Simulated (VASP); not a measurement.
# C (Fmmm) in VASP: a series of runs, part 2 of 2

VASP 6.6.1. The steps go on from the part before.

## 3. Single point, LDA

INCAR reads:

```
SYSTEM = C
PREC = Accurate ; ENCUT = 520
EDIFF = 1E-6 ; ISMEAR = 1
SIGMA = 0.3 ; LREAL = .FALSE.
LASPH = .TRUE. ; NELM = 60
ALGO = Normal ; ISIF = 2
LWAVE = .FALSE. ; LCHARG = .FALSE.
GGA = CA ; NBANDS = 11
```

KPOINTS reads:

```
regular mesh
0
G
  16 16 16
  0 0 0
```

POSCAR reads:

```
C
1.0
    0.0000000000      2.1270000000      3.3480000000
    1.2280000000      0.0000000000      3.3480000000
    1.2280000000      2.1270000000      0.0000000000
C
2
Direct
    0.1666666667      0.8333333333      0.1666666667
    0.8333333333      0.1666666667      0.8333333333
```

Potentials or basis: VASP PAW LDA potentials, release 64 (C).

Command:

```
$ cat potpaw_LDA.64/C/POTCAR > POTCAR
$ mpirun -np 1 vasp_std > vasp.out
```

OUTCAR:

```text
SYSTEM = C
   PREC = Accurate
   ENCUT = 520
   EDIFF = 1E-6
   ISMEAR = 1
   LREAL = .FALSE.
   LASPH = .TRUE.
   NELM = 60
   ISIF = 2
   GGA = CA

 ion  position               nearest neighbor table
   1  0.167  0.833  0.167-   2 1.42   2 1.42   2 1.42
   2  0.833  0.167  0.833-   1 1.42   1 1.42   1 1.42

  LATTYP: Found a face centered orthorhombic cell.
 ALAT       =     2.4560000000
 B/A-ratio  =     1.7320846906
 C/A-ratio  =     2.7263843648

  Lattice vectors:

 A1 = (   0.0000000000,   2.1270000000,   3.3480000000)
 A2 = (   1.2280000000,   0.0000000000,   3.3480000000)
 A3 = (   1.2280000000,   2.1270000000,   0.0000000000)

Analysis of symmetry for initial positions (statically):
=====================================================================
 Subroutine PRICEL returns:
 Original cell was already a primitive cell.

 Routine SETGRP: Setting up the symmetry group for a
 face centered orthorhombic supercell.

 Subroutine GETGRP returns: Found  8 space group operations
 (whereof  8 operations were pure point group operations)
 out of a pool of  8 trial point group operations.

The static configuration has the point symmetry D_2h.

Analysis of symmetry for dynamics (positions and initial velocities):
=====================================================================
 Subroutine PRICEL returns:
 Original cell was already a primitive cell.

 Routine SETGRP: Setting up the symmetry group for a
 face centered orthorhombic supercell.

 Subroutine GETGRP returns: Found  8 space group operations
 (whereof  8 operations were pure point group operations)
 out of a pool of  8 trial point group operations.

The dynamic configuration has the point symmetry D_2h.

 Subroutine INISYM returns: Found  8 space group operations
 (whereof  8 operations are pure point group operations),
 and found     1 'primitive' translations

----------------------------------------------------------------------------------------

                                     Primitive cell

  volume of cell :      17.4897

  direct lattice vectors                    reciprocal lattice vectors
     0.000000000  2.127000000  3.348000000    -0.407166124  0.235072873  0.149342891
     1.228000000  0.000000000  3.348000000     0.407166124 -0.235072873  0.149342891
     1.228000000  2.127000000  0.000000000     0.407166124  0.235072873 -0.149342891

  length of vectors
     3.966513961  3.566102635  2.456036034     0.493301943  0.493301943  0.493301943

  position of ions in fractional coordinates (direct lattice)
     0.166666667  0.833333333  0.166666667
     0.833333333  0.166666667  0.833333333

  ion indices of the primitive-cell ions
   primitive index   ion index
                 1           1
                 2           2

----------------------------------------------------------------------------------------

 KPOINTS: regular mesh

Automatic generation of k-mesh.
 Grid dimensions read from file:
 generate k-points for:   16   16   16

 Generating k-lattice:

[... 21 lines left out ...]
  0.187500  0.000000 -0.000000      8.000000
  0.250000  0.000000  0.000000      8.000000
  0.312500  0.000000  0.000000      8.000000
[... 16 lines left out ...]
 -0.125000  0.062500  0.000000      8.000000
 -0.062500  0.062500  0.000000      4.000000
 [... further k-points ...]
   k-points           NKPTS =    621   k-points in BZ     NKDIM =    621   number of bands    NBANDS=     11
   number of dos      NEDOS =    301   number of ions     NIONS =      2
   total plane-waves  NPLWV =  15120
   dimension x,y,z NGX =    30 NGY =   28 NGZ =   18
   dimension x,y,z NGXF=    60 NGYF=   56 NGZF=   36
   ions per type =               2
   NGX,Y,Z   is equivalent  to a cutoff of  12.57, 13.05, 12.18 a.u.
   NGXF,Y,Z  is equivalent  to a cutoff of  25.15, 26.11, 24.37 a.u.
 SYSTEM =  C
   PREC   = accura    normal or accurate (medium, high low for compatibility)
   ISTART =      0    job   : 0-new  1-cont  2-samecut
   ICHARG =      2    charge: 1-file 2-atom 10-const
   ISPIN  =      1    spin polarized calculation?
   LNONCOLLINEAR =      F non collinear calculations
   LSORBIT =      F    spin-orbit coupling
   LASPH  =      T    aspherical Exc in radial PAW
   ENCUT  =  520.0 eV  38.22 Ry    6.18 a.u.   7.38  6.63  4.57*2*pi/ulx,y,z
   NELM   =     60;   NELMIN=  2; NELMDL= -5     # of ELM steps
   EDIFF  = 0.1E-05   stopping-criterion for ELM
   LREAL  =      F    real-space projection
   EDIFFG = 0.1E-04   stopping-criterion for IOM
   NSW    =      0    number of steps for IOM
   IBRION =     -1    ionic relax: 0-MD 1-quasi-New 2-CG
   NFREE  =      0    steps in history (QN), initial steepest desc. (CG)
   ISIF   =      2    stress and relaxation
   ISYM   =      2    0-nonsym 1-usesym 2-fastsym
   POTIM  = 0.5000    time-step for ionic-motion
   TEBEG  =    0.0;   TEEND  =   0.0 temperature during run
   PSTRESS=    0.0 pullay stress
   NELECT =       8.0000    total number of electrons
   NUPDOWN=      -1.0000    fix difference up-down
   EMIN   =  10.00;   EMAX   =-10.00  energy-range for DOS
   EFERMI =   0.00;   METHOD = LEGACY
   ISMEAR =     1;   SIGMA  =   0.30  broadening in eV -4-tet -1-fermi 0-gaus
   EFERMI_NEDOS =   21; number of points for ismear=-14 and -15
   IALGO  =     38    algorithm
   IMIX   =      4    mixing-type and parameters
     AMIX     =   0.40;   BMIX     =  1.00
     AMIX_MAG =   1.60;   BMIX_MAG =  1.00
  volume/ion in A,a.u.               =       8.74        59.01
  Fermi-wavevector in a.u.,A,eV,Ry     =   1.261376  2.383654 21.647797  1.591068
  Thomas-Fermi vector in A             =   2.394838
   LORBIT       =      0    0 simple, 1 ext, 2 COOP (PROOUT), +10 PAW based schemes
   GGA     = CA    functional components
   LHFCALC =     F    Hartree Fock is set to
   AEXX    =    0.0000 exact exchange contribution
   IVDW    =     0    specifies the selected vdW correction
   LEPSILON=     F    determine dielectric tensor
   LRPA    =     F    only Hartree local field effects (RPA)
 non-spin polarized calculation
 Methfessel and Paxton  Order N= 1 SIGMA  =   0.30
  energy-cutoff  :      520.00
  volume of cell :       17.49
 maximum number of plane-waves:       499
 NGX is ok and might be reduce to    30
   NGX = 15   NGY = 13   NGZ =  9

 number of electron       8.0000000 magnetization

 Free energy of the ion-electron system (eV)
  ---------------------------------------------------
  ext. energy  EPLUGINS =         0.00000000
  ---------------------------------------------------
  free energy    TOTEN  =       -20.21887524 eV

  energy without entropy =      -20.21898355  energy(sigma->0) =      -20.21891134

 E-fermi :   4.5710     XC(G=0): -10.7878

 val. band max:        4.4354178366   @ k =   0.4375  -0.1875   0.3125
 cond. band min:       4.6121570533   @ k =   0.0000   0.3125   0.3125
 fundamental gap:      0.1767392166
 Fermi energy:         4.5710032460

 k-point     1 :       0.0000    0.0000    0.0000
  band No.  band energies     occupation
      1     -14.8829      2.00000
      2      -1.9547      2.00000
      3       1.6407      2.00000
      4       1.6663      2.00000
      5       8.5003     -0.00000
      6      12.9955      0.00000
      7      13.0696      0.00000
      8      16.0672      0.00000
      9      17.8114      0.00000
     10      27.0895      0.00000
     11      29.9218      0.00000
[... 309 lines left out ...]
 k-point    24 :      -0.0625    0.0625    0.0000
  band No.  band energies     occupation
      1     -14.5098      2.00000
      2      -1.5288      2.00000
      3       0.3177      2.00000
      4       0.9373      2.00000
      5       8.9527     -0.00000
      6      13.1471      0.00000
      7      14.5257      0.00000
      8      14.7550      0.00000
      9      18.4883      0.00000
     10      26.9451      0.00000
     11      28.2398      0.00000

 [... further k-points ...]

------------------------ aborting loop because EDIFF is reached ----------------------------------------

  FORCE on cell =-STRESS in cart. coord.  units (eV):
  Direction    XX          YY          ZZ          XY          YZ          ZX
  --------------------------------------------------------------------------------------
  -------------------------------------------------------------------------------------
  Total       -0.4624972     -0.5389395      0.0136086      0.0000000      0.0000000      0.0000000
  in kB      -42.3680455    -49.3707028      1.2466412      0.0000000      0.0000000      0.0000000
  external PRESSURE =     -30.1640357 kB  Pullay stress =       0.0000000 kB

 VOLUME and BASIS-vectors are now :
 -----------------------------------------------------------------------------
  energy-cutoff  :      520.00
  volume of cell :       17.49
      direct lattice vectors                 reciprocal lattice vectors
     0.000000000  2.127000000  3.348000000    -0.407166124  0.235072873  0.149342891
     1.228000000  0.000000000  3.348000000     0.407166124 -0.235072873  0.149342891
     1.228000000  2.127000000  0.000000000     0.407166124  0.235072873 -0.149342891

 POSITION                                       TOTAL-FORCE (eV/Angst)
 -----------------------------------------------------------------------------------
      1.22800      0.70900      3.34800         0.000000     -0.006178      0.000000
      1.22800      3.54500      3.34800         0.000000      0.006178      0.000000
 -----------------------------------------------------------------------------------
    total drift:                               -0.000000     -0.000000     -0.000000

  FREE ENERGIE OF THE ION-ELECTRON SYSTEM (eV)
  ---------------------------------------------------
  free  energy   TOTEN  =       -20.2188752398 eV

  energy  without entropy=      -20.2189835515  energy(sigma->0) =      -20.21891134
```

stdout:

```text
POSCAR found type information on POSCAR C
 POSCAR found :  1 types and       2 ions
 scaLAPACK will be used
 LDA part: xc-table for (Slater(with rela. corr.)+CA(PZ))
 , standard interpolation
 POSCAR, INCAR and KPOINTS ok, starting setup
 FFT: planning ... GRIDC
 FFT: planning ... GRID_SOFT
 FFT: planning ... GRID
 WAVECAR not read
 entering main loop
```

Wall time 1.9 min (1 thread of Intel Xeon Platinum 8259CL at 2.50GHz (Skylake/Cascade Lake), shared host); peak memory 0.2 GiB.

What came out:

- Free energy: -20.2189 eV
- Pressure: -3.0 GPa
- Largest force: 0.006 eV/Å

Forces on the atoms (eV/Å):
```
C    0.000 -0.006  0.000
C    0.000  0.006  0.000
```

Stress tensor (GPa, compression positive):
```
-4.24  0.00  0.00
 0.00 -4.94  0.00
 0.00  0.00  0.12
```

Caveat: the cell stands under tension.
